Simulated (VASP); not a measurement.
Wanted: the native input for a VASP 6.6.1 run.

```yaml
Task: relaxation of cell and atoms
Functional: PBE
Potentials_or_basis: VASP PAW PBE potentials, release 64 (Sr_sv)
Cutoff: 600 eV
k_mesh: 5 × 5 × 7
Occupations: fermi-dirac, width 0.1 eV
Spin: no spin polarisation
Dipole_correction: no
Further_INCAR_settings: ALGO = Normal; EDIFF = 1e-07; IBRION = 2; EDIFFG = -0.005; NSW = 60; ISIF = 3
```

The structure of Sr lies in POSCAR:

```
Sr
1.0
    6.7498240631      0.0000000000      0.0000000000
   -3.3749120316      5.8455191097      0.0000000000
    0.0000000000      0.0000000000      4.1848909191
Sr
3
Direct
    0.0000000000      0.0000000000      0.0000000000
    0.3333333333      0.6666666667      0.5000000000
    0.6666666667      0.3333333333      0.5000000000
```

This isn't the form of Sr at room conditions, which is fcc.

The input as run:

INCAR

```
SYSTEM = Sr
PREC = Accurate ; ENCUT = 600
EDIFF = 1E-7 ; ISMEAR = -1
SIGMA = 0.1 ; LREAL = .FALSE.
LASPH = .TRUE. ; NELM = 100
ALGO = Normal ; ISIF = 3
LWAVE = .FALSE. ; LCHARG = .FALSE.
GGA = PE ; IBRION = 2
NSW = 60 ; EDIFFG = -0.005
```

KPOINTS

```
Automatic mesh
0
G
  5 5 7
  0 0 0
```

Potentials or basis: VASP PAW PBE potentials, release 64 (Sr_sv).

Run with:

```sh
$ cat potpaw_PBE.64/Sr_sv/POTCAR > POTCAR
$ mpirun -np 1 vasp_std > vasp.out
```

It gave:

| Item | Value |
| --- | --- |
| Relaxed volume | 55.54 Å³/atom |
| Relaxed cell | a = 6.850 Å, b = 6.850 Å, c = 4.101 Å, α = 90.00°, β = 90.00°, γ = 120.00° |
| Space group after relaxing (to 0.1 Å) | P6/mmm (No. 191) |
| Energy gained by relaxing | 3.9 meV/atom |
| Ionic steps | 6 |
| Pressure after relaxing | 0.0 GPa |
| Band gap on the k mesh | zero (bands 15 and 16 overlap by 0.12 eV) |

Wall time 12 min on 1 thread of Oxide Virtual Turin-like Processor, on a shared host, peak memory 0.32 GiB.
